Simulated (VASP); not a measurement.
# Si (a cell with a defect) in VASP: a series of runs

Si (a cell with a defect) is run at these levels: LDA; tasks: single point.

Everything below comes from runs of VASP 6.6.1. Logs are shortened: lines on timing, memory, paths and dates and some standing lists are left out, and cuts for length are marked.

## Step 1: The cell of the first run

The cell holds a defect, 17 atoms: a = 7.679 Å, b = 7.679 Å, c = 7.679 Å, α = 60.00°, β = 60.00°, γ = 60.00°.

## Step 2: Single point, LDA

The input, INCAR:

```
  ALGO = Normal
  EDIFF = 1E-6
  ENCUT = 520
  GGA = CA
  ISIF = 2
  ISMEAR = 0
  LASPH = True
  LCHARG = True
  LELF = True
  LREAL = Auto
  LVHAR = True
  LWAVE = False
  NBANDS = 48
  NELM = 80
  PREC = Accurate
  SIGMA = 0.05
```

The input, KPOINTS:

```
k-points
0
Gamma
  2 2 2
```

The input, POSCAR:

```
Si
1.0
    0.0000000000      5.4300000000      5.4300000000
    5.4300000000      0.0000000000      5.4300000000
    5.4300000000      5.4300000000      0.0000000000
Si
17
Direct
   -0.0444468692      0.0148739411      0.0145522099
    0.1204558011      0.1163683241      0.1160447514
    0.0046131676     -0.0245146409      0.5097104052
    0.1204434622      0.1163738490      0.6466607735
    0.0046163904      0.5100344383     -0.0248388582
    0.1204488029      0.6469832413      0.1160482505
    0.0046094843      0.5100417127      0.5097148250
    0.1740910681      0.6086947514      0.6083700737
    0.4922116943     -0.0008831492     -0.0011770718
    0.5799662063      0.1400754144      0.1397700737
    0.4922020258     -0.0008675875      0.5094300184
    0.6327109576      0.1140199816      0.6264279006
    0.4922063536      0.5097352670     -0.0011693370
    0.6327155617      0.6267216390      0.1137299263
    0.5506267035      0.4831878453      0.4828992634
    0.6327049724      0.6267383057      0.6264362799
    1.0559546041      0.3147400552      0.3144159300
```

Potentials or basis: VASP PAW LDA potentials, release 64 (Si).

The run is started by

```
cat potpaw_LDA.64/Si/POTCAR > POTCAR
mpirun -np 1 vasp_std > vasp.out
```

OUTCAR:

```text
EDIFF = 1E-6
   ENCUT = 520
   GGA = CA
   ISIF = 2
   ISMEAR = 0
   LASPH = True
   LREAL = Auto
   NELM = 80
   PREC = Accurate

 ion  position               nearest neighbor table
   1  0.956  0.015  0.015-   2 2.32   6 2.32   4 2.32  10 2.35
   2  0.120  0.116  0.116-   1 2.32   9 2.33  17 2.39   3 2.47   5 2.47
   3  0.005  0.975  0.510-   8 2.32  12 2.33  17 2.39   2 2.47   4 2.47
   4  0.120  0.116  0.647-   1 2.32  11 2.33  17 2.39   7 2.47   3 2.47
   5  0.005  0.510  0.975-   8 2.32  14 2.33  17 2.39   2 2.47   6 2.47
   6  0.120  0.647  0.116-   1 2.32  13 2.33  17 2.39   7 2.47   5 2.47
   7  0.005  0.510  0.510-   8 2.32  16 2.33  17 2.39   6 2.47   4 2.47
   8  0.174  0.609  0.608-   7 2.32   5 2.32   3 2.32  15 2.36
   9  0.492  0.999  0.999-  10 2.33   2 2.33  12 2.34  14 2.34
  10  0.580  0.140  0.140-  11 2.33  13 2.33   9 2.33   1 2.35
  11  0.492  0.999  0.509-  10 2.33   4 2.33  16 2.34  12 2.34
  12  0.633  0.114  0.626-  15 2.33   3 2.33  11 2.34   9 2.34
  13  0.492  0.510  0.999-  10 2.33   6 2.33  16 2.34  14 2.34
  14  0.633  0.627  0.114-  15 2.33   5 2.33  13 2.34   9 2.34
  15  0.551  0.483  0.483-  16 2.33  12 2.33  14 2.33   8 2.36
  16  0.633  0.627  0.626-  15 2.33   7 2.33  11 2.34  13 2.34
  17  0.056  0.315  0.314-   4 2.39   6 2.39   2 2.39   5 2.39   3 2.39   7 2.39

  LATTYP: Found a face centered cubic cell.
 ALAT       =    10.8600000000

  Lattice vectors:

 A1 = (   0.0000000000,   5.4300000000,   5.4300000000)
 A2 = (   5.4300000000,   0.0000000000,   5.4300000000)
 A3 = (   5.4300000000,   5.4300000000,   0.0000000000)

Analysis of symmetry for initial positions (statically):
=====================================================================
 Subroutine PRICEL returns:
 Original cell was already a primitive cell.

 Routine SETGRP: Setting up the symmetry group for a
 face centered cubic supercell.

 Subroutine GETGRP returns: Found  1 space group operations
 (whereof  1 operations were pure point group operations)
 out of a pool of 48 trial point group operations.

The static configuration has the point symmetry C_1 .

Analysis of symmetry for dynamics (positions and initial velocities):
=====================================================================
 Subroutine PRICEL returns:
 Original cell was already a primitive cell.

 Routine SETGRP: Setting up the symmetry group for a
 face centered cubic supercell.

 Subroutine GETGRP returns: Found  1 space group operations
 (whereof  1 operations were pure point group operations)
 out of a pool of 48 trial point group operations.

The dynamic configuration has the point symmetry C_1 .

 Subroutine INISYM returns: Found  1 space group operations
 (whereof  1 operations are pure point group operations),
 and found     1 'primitive' translations

----------------------------------------------------------------------------------------

                                     Primitive cell

  volume of cell :     320.2060

  direct lattice vectors                    reciprocal lattice vectors
     0.000000000  5.430000000  5.430000000    -0.092081031  0.092081031  0.092081031
     5.430000000  0.000000000  5.430000000     0.092081031 -0.092081031  0.092081031
     5.430000000  5.430000000  0.000000000     0.092081031  0.092081031 -0.092081031

  length of vectors
     7.679179644  7.679179644  7.679179644     0.159489025  0.159489025  0.159489025

  position of ions in fractional coordinates (direct lattice)
     0.955553131  0.014873941  0.014552210
     0.120455801  0.116368324  0.116044751
     0.004613168  0.975485359  0.509710405
     0.120443462  0.116373849  0.646660774
     0.004616390  0.510034438  0.975161142
     0.120448803  0.646983241  0.116048251
[... 9 lines left out ...]
     0.632704972  0.626738306  0.626436280
     0.055954604  0.314740055  0.314415930

  ion indices of the primitive-cell ions
   primitive index   ion index
                 1           1
                 2           2
                 3           3
                 4           4
                 5           5
                 6           6
[... 9 lines left out ...]
                16          16
                17          17

----------------------------------------------------------------------------------------

 KPOINTS: k-points

Automatic generation of k-mesh.
 Grid dimensions read from file:
 generate k-points for:    2    2    2

 Generating k-lattice:

  Cartesian coordinates                     Fractional coordinates (reciprocal lattice)
    -0.046040516  0.046040516  0.046040516     0.500000000  0.000000000  0.000000000
     0.046040516 -0.046040516  0.046040516     0.000000000  0.500000000  0.000000000
     0.046040516  0.046040516 -0.046040516     0.000000000  0.000000000  0.500000000

  Length of vectors
     0.079744512  0.079744512  0.079744512

  Shift w.r.t. Gamma in fractional coordinates (k-lattice)
     0.000000000  0.000000000  0.000000000

 Subroutine IBZKPT returns following result:
 ===========================================

 Found      8 irreducible k-points:

 Following reciprocal coordinates:
            Coordinates               Weight
  0.000000  0.000000  0.000000      1.000000
  0.500000  0.000000  0.000000      1.000000
  0.000000  0.500000  0.000000      1.000000
  0.000000  0.000000  0.500000      1.000000
  0.500000  0.500000  0.500000      1.000000
  0.500000  0.500000  0.000000      1.000000
  0.000000  0.500000  0.500000      1.000000
  0.500000  0.000000  0.500000      1.000000
   k-points           NKPTS =      8   k-points in BZ     NKDIM =      8   number of bands    NBANDS=     48
   number of dos      NEDOS =    301   number of ions     NIONS =     17
   total plane-waves  NPLWV = 216000
   dimension x,y,z NGX =    60 NGY =   60 NGZ =   60
   dimension x,y,z NGXF=   120 NGYF=  120 NGZF=  120
   ions per type =              17
   NGX,Y,Z   is equivalent  to a cutoff of  12.99, 12.99, 12.99 a.u.
   NGXF,Y,Z  is equivalent  to a cutoff of  25.98, 25.98, 25.98 a.u.
 SYSTEM =  unknown system
   PREC   = accura    normal or accurate (medium, high low for compatibility)
   ISTART =      0    job   : 0-new  1-cont  2-samecut
   ICHARG =      2    charge: 1-file 2-atom 10-const
   ISPIN  =      1    spin polarized calculation?
   LNONCOLLINEAR =      F non collinear calculations
   LSORBIT =      F    spin-orbit coupling
   LASPH  =      T    aspherical Exc in radial PAW
   ENCUT  =  520.0 eV  38.22 Ry    6.18 a.u.  14.28 14.28 14.28*2*pi/ulx,y,z
   NELM   =     80;   NELMIN=  2; NELMDL= -5     # of ELM steps
   EDIFF  = 0.1E-05   stopping-criterion for ELM
   LREAL  =      T    real-space projection
   EDIFFG = 0.1E-04   stopping-criterion for IOM
   NSW    =      0    number of steps for IOM
   IBRION =     -1    ionic relax: 0-MD 1-quasi-New 2-CG
   NFREE  =      0    steps in history (QN), initial steepest desc. (CG)
   ISIF   =      2    stress and relaxation
   ISYM   =      2    0-nonsym 1-usesym 2-fastsym
   POTIM  = 0.5000    time-step for ionic-motion
   TEBEG  =    0.0;   TEEND  =   0.0 temperature during run
   PSTRESS=    0.0 pullay stress
   NELECT =      68.0000    total number of electrons
   NUPDOWN=      -1.0000    fix difference up-down
   EMIN   =  10.00;   EMAX   =-10.00  energy-range for DOS
   EFERMI =   0.00;   METHOD = LEGACY
   ISMEAR =     0;   SIGMA  =   0.05  broadening in eV -4-tet -1-fermi 0-gaus
   EFERMI_NEDOS =   21; number of points for ismear=-14 and -15
   IALGO  =     38    algorithm
   IMIX   =      4    mixing-type and parameters
     AMIX     =   0.40;   BMIX     =  1.00
     AMIX_MAG =   1.60;   BMIX_MAG =  1.00
  volume/ion in A,a.u.               =      18.84       127.11
  Fermi-wavevector in a.u.,A,eV,Ry     =   0.976715  1.845724 12.979587  0.953973
  Thomas-Fermi vector in A             =   2.107356
   LORBIT       =      0    0 simple, 1 ext, 2 COOP (PROOUT), +10 PAW based schemes
   GGA     = CA    functional components
   LHFCALC =     F    Hartree Fock is set to
   AEXX    =    0.0000 exact exchange contribution
   IVDW    =     0    specifies the selected vdW correction
   LEPSILON=     F    determine dielectric tensor
   LRPA    =     F    only Hartree local field effects (RPA)
 non-spin polarized calculation
 Gauss-broadening in eV      SIGMA  =   0.05
  energy-cutoff  :      520.00
  volume of cell :      320.21
 maximum number of plane-waves:      8646
 NGX is ok and might be reduce to    60
   NGX = 29   NGY = 29   NGZ = 29

 number of electron      68.0000001 magnetization

 Free energy of the ion-electron system (eV)
  ---------------------------------------------------
  ext. energy  EPLUGINS =         0.00000000
  ---------------------------------------------------
  free energy    TOTEN  =       -97.24490578 eV

  energy without entropy =      -97.23590221  energy(sigma->0) =      -97.24040399

 E-fermi :   6.6275     XC(G=0):  -9.8610

 val. band max:        6.3902018003   @ k =   0.0000   0.5000   0.5000
 cond. band min:       6.6343003029   @ k =   0.0000   0.0000   0.0000
 fundamental gap:      0.2440985026
 Fermi energy:         6.6275276669

 k-point     1 :       0.0000    0.0000    0.0000
  band No.  band energies     occupation
      1      -6.2717      2.00000
      2      -3.9664      2.00000
      3      -3.6795      2.00000
      4      -3.6795      2.00000
      5      -3.4439      2.00000
      6      -2.5897      2.00000
[... 38 lines left out ...]
     45       8.6823      0.00000
     46       8.7217      0.00000

 k-point     2 :       0.5000    0.0000    0.0000
  band No.  band energies     occupation
      1      -5.8782      2.00000
      2      -4.9256      2.00000
      3      -3.4590      2.00000
      4      -3.4590      2.00000
      5      -3.4228      2.00000
      6      -3.0559      2.00000
[... 38 lines left out ...]
     45       9.7197      0.00000
     46      10.1601      0.00000

 k-point     3 :       0.0000    0.5000    0.0000
  band No.  band energies     occupation
      1      -5.8015      2.00000
      2      -5.0480      2.00000
      3      -3.6914      2.00000
      4      -3.4888      2.00000
      5      -3.2320      2.00000
      6      -3.0741      2.00000
[... 38 lines left out ...]
     45       9.4120      0.00000
     46      10.0214      0.00000

 k-point     4 :       0.0000    0.0000    0.5000
  band No.  band energies     occupation
      1      -5.8015      2.00000
      2      -5.0480      2.00000
      3      -3.6914      2.00000
      4      -3.4888      2.00000
      5      -3.2320      2.00000
      6      -3.0742      2.00000
[... 38 lines left out ...]
     45       9.4120      0.00000
     46      10.0215      0.00000

 k-point     5 :       0.5000    0.5000    0.5000
  band No.  band energies     occupation
      1      -5.8015      2.00000
      2      -5.0480      2.00000
      3      -3.6914      2.00000
      4      -3.4888      2.00000
      5      -3.2320      2.00000
      6      -3.0741      2.00000
[... 38 lines left out ...]
     45       9.4120      0.00000
     46      10.0215      0.00000

 k-point     6 :       0.5000    0.5000    0.0000
  band No.  band energies     occupation
      1      -5.6734      2.00000
      2      -4.7595      2.00000
      3      -4.1099      2.00000
      4      -3.9297      2.00000
      5      -3.8459      2.00000
      6      -3.6846      2.00000
[... 38 lines left out ...]
     45      10.2818      0.00000
     46      10.3565      0.00000

 k-point     7 :       0.0000    0.5000    0.5000
  band No.  band energies     occupation
      1      -5.6734      2.00000
      2      -4.7595      2.00000
      3      -4.1099      2.00000
      4      -3.9297      2.00000
      5      -3.8459      2.00000
      6      -3.6846      2.00000
[... 38 lines left out ...]
     45      10.2818      0.00000
     46      10.3565      0.00000

 k-point     8 :       0.5000    0.0000    0.5000
  band No.  band energies     occupation
      1      -5.6734      2.00000
      2      -4.7595      2.00000
      3      -4.1099      2.00000
      4      -3.9297      2.00000
      5      -3.8459      2.00000
      6      -3.6846      2.00000
[... 38 lines left out ...]
     45      10.2818      0.00000
     46      10.3566      0.00000
 [bands above 46 left out]

------------------------ aborting loop because EDIFF is reached ----------------------------------------

  FORCE on cell =-STRESS in cart. coord.  units (eV):
  Direction    XX          YY          ZZ          XY          YZ          ZX
  --------------------------------------------------------------------------------------
  -------------------------------------------------------------------------------------
  Total        2.7546027      2.7555751      2.7567465      0.8939389     -0.8943205      0.8920928
  in kB       13.7828829     13.7877486     13.7936098      4.4728971     -4.4748070      4.4636601
  external PRESSURE =      13.7880804 kB  Pullay stress =       0.0000000 kB

 VOLUME and BASIS-vectors are now :
 -----------------------------------------------------------------------------
  energy-cutoff  :      520.00
  volume of cell :      320.21
      direct lattice vectors                 reciprocal lattice vectors
     0.000000000  5.430000000  5.430000000    -0.092081031  0.092081031  0.092081031
     5.430000000  0.000000000  5.430000000     0.092081031 -0.092081031  0.092081031
     5.430000000  5.430000000  0.000000000     0.092081031  0.092081031 -0.092081031

 POSITION                                       TOTAL-FORCE (eV/Angst)
 -----------------------------------------------------------------------------------
      0.15978      5.26767      5.26942         0.002930     -0.002714     -0.002344
      1.26200      1.28420      1.28595         0.000154      0.002529      0.002417
      8.06461      2.79278      5.32193         0.001747     -0.001567      0.000679
      4.14328      4.16538      1.28592        -0.003548     -0.000694      0.003392
      8.06461      5.32019      2.79455         0.001948      0.000944     -0.001733
      4.14326      1.28418      4.16716        -0.002518      0.002301      0.000096
[... 9 lines left out ...]
      6.80474      6.83714      6.83878         0.001457     -0.002553     -0.001602
      3.41632      2.01111      2.01287         0.002179     -0.000943     -0.001700
 -----------------------------------------------------------------------------------
    total drift:                               -0.001417      0.001757      0.000856

  FREE ENERGIE OF THE ION-ELECTRON SYSTEM (eV)
  ---------------------------------------------------
  free  energy   TOTEN  =       -97.2449057787 eV

  energy  without entropy=      -97.2359022109  energy(sigma->0) =      -97.24040399
```

Wall time 2.1 min (1 thread of Intel Xeon 6975P-C (Granite Rapids), shared host); peak memory 0.37 GiB.

What came out:

```yaml
Free_energy: -97.2449 eV
Pressure: 1.4 GPa
Largest_force: 0.005 eV/Å
Band_gap_on_the_k_mesh: zero (bands 34 and 35 overlap by 0.03 eV)
```

Forces in eV/Å, atoms in the order of the input:
```
Si   0.003 -0.003 -0.002
Si   0.000  0.003  0.002
Si   0.002 -0.002  0.001
Si  -0.004 -0.001  0.003
Si   0.002  0.001 -0.002
Si  -0.003  0.002  0.000
Si  -0.001 -0.001 -0.002
Si  -0.002  0.004  0.003
Si  -0.002  0.000  0.000
Si   0.000 -0.001  0.000
Si   0.000  0.003  0.000
Si   0.001 -0.003 -0.002
Si   0.000  0.000  0.002
Si   0.002 -0.003 -0.002
Si  -0.002  0.003  0.002
Si   0.001 -0.003 -0.002
Si   0.002 -0.001 -0.002
```

Stress tensor (GPa, compression positive):
```
 1.38  0.45  0.45
 0.45  1.38 -0.45
 0.45 -0.45  1.38
```

Caveat: the k points lie up to 0.50 Å⁻¹ apart.

## Step 3: Single point, LDA

The input, INCAR:

```
ALGO     = Normal         # electronic algorithm
EDIFF    = 1E-7           # SCF threshold, eV
ENCUT    = 520            # plane-wave cutoff, eV
GGA      = CA             # functional
ISIF     = 2              # what is computed and relaxed
ISMEAR   = 0              # smearing method
LASPH    = True           # aspherical terms in the spheres
LCHARG   = False          # write CHGCAR
LREAL    = Auto         
LWAVE    = False          # write WAVECAR
NBANDS   = 48             # bands
NELM     = 60             # most SCF steps
PREC     = Accurate       # precision mode
SIGMA    = 0.05           # smearing width, eV
```

KPOINTS is that of step 2.

The input, POSCAR:

```
Si
1.0
    0.0000000000      5.4300000000      5.4300000000
    5.4300000000      0.0000000000      5.4300000000
    5.4300000000      5.4300000000      0.0000000000
Si
17
Direct
   -0.0400061694      0.0134354512      0.0131072744
    0.1225016575      0.1158464088      0.1155721915
    0.0029246777     -0.0210521179      0.5088484346
    0.1225041436      0.1157424494      0.6457295580
    0.0029159300      0.5091562615     -0.0213459484
    0.1225184162      0.6460626151      0.1154327808
    0.0028907919      0.5091270718      0.5088165746
    0.1653830571      0.6115662983      0.6112716390
    0.4938272560     -0.0009086556     -0.0012237569
    0.5858544199      0.1381091160      0.1377993554
    0.4938059853     -0.0008853591      0.5078522099
    0.6315898711      0.1168416206      0.6255567219
    0.4938131676      0.5081553407     -0.0011982505
    0.6315833333      0.6258733886      0.1165260589
    0.5395268877      0.4868917127      0.4865758748
    0.6315497238      0.6259034991      0.6255922652
    1.0629473297      0.3124583794      0.3121125230
```

Potentials or basis: VASP PAW LDA potentials, release 64 (Si).

The run is started by

```
cat potpaw_LDA.64/Si/POTCAR > POTCAR
mpirun -np 1 vasp_std > vasp.out
```

It took 2.1 min on 1 thread of Intel Xeon 6975P-C (Granite Rapids), shared host; peak memory 0.37 GiB.

Results (log left out):

| Property | Result |
| --- | --- |
| Free energy | -97.2391 eV |
| Pressure | 1.6 GPa |
| Largest force | 0.096 eV/Å |
| Band gap on the k mesh | zero (bands 34 and 35 overlap by 0.09 eV) |

Forces in eV/Å, atoms in the order of the input:
```
Si   0.007 -0.009 -0.007
Si  -0.027 -0.017 -0.017
Si  -0.016  0.016 -0.025
Si   0.019  0.026 -0.017
Si  -0.016 -0.025  0.016
Si   0.018 -0.017  0.025
Si   0.027  0.017  0.017
Si  -0.008  0.008  0.007
Si  -0.054  0.023  0.023
Si   0.054 -0.056 -0.056
Si  -0.022  0.055  0.022
Si   0.022 -0.022 -0.053
Si  -0.022  0.023  0.056
Si   0.022 -0.052 -0.021
Si  -0.055  0.053  0.054
Si   0.052 -0.021 -0.022
Si  -0.001 -0.002 -0.002
```

Stress tensor (GPa, compression positive):
```
 1.64  0.44  0.44
 0.44  1.63 -0.44
 0.44 -0.44  1.64
```

Levels at points of the mesh, in eV from the Fermi level:
```
           k point  band 30  band 31  band 32  band 33  band 34  band 35  band 36  band 37  band 38  band 39
(0.00, 0.00, 0.00)    -1.54    -1.41    -0.62    -0.62    -0.46     0.00     0.00     0.21     0.21     0.82
(0.50, 0.00, 0.00)    -1.41    -1.41    -1.19    -1.19     0.09     0.50     0.50     1.15     1.15     1.25
(0.00, 0.50, 0.00)    -1.35    -1.31    -1.30    -0.84    -0.30     0.28     0.62     0.94     1.07     1.34
(0.00, 0.00, 0.50)    -1.35    -1.31    -1.30    -0.84    -0.30     0.28     0.62     0.94     1.07     1.34
(0.50, 0.50, 0.50)    -1.35    -1.31    -1.30    -0.84    -0.30     0.28     0.62     0.94     1.07     1.34
(0.50, 0.50, 0.00)    -1.84    -1.84    -1.67    -0.38    -0.28     0.59     1.36     1.52     1.61     2.03
(0.00, 0.50, 0.50)    -1.84    -1.84    -1.67    -0.38    -0.28     0.59     1.36     1.52     1.61     2.03
(0.50, 0.00, 0.50)    -1.84    -1.84    -1.67    -0.38    -0.28     0.59     1.36     1.52     1.61     2.03
```

Caveat: the k points lie up to 0.50 Å⁻¹ apart.

The gap in the log of VASP goes by the Fermi energy; the results here count the filled bands.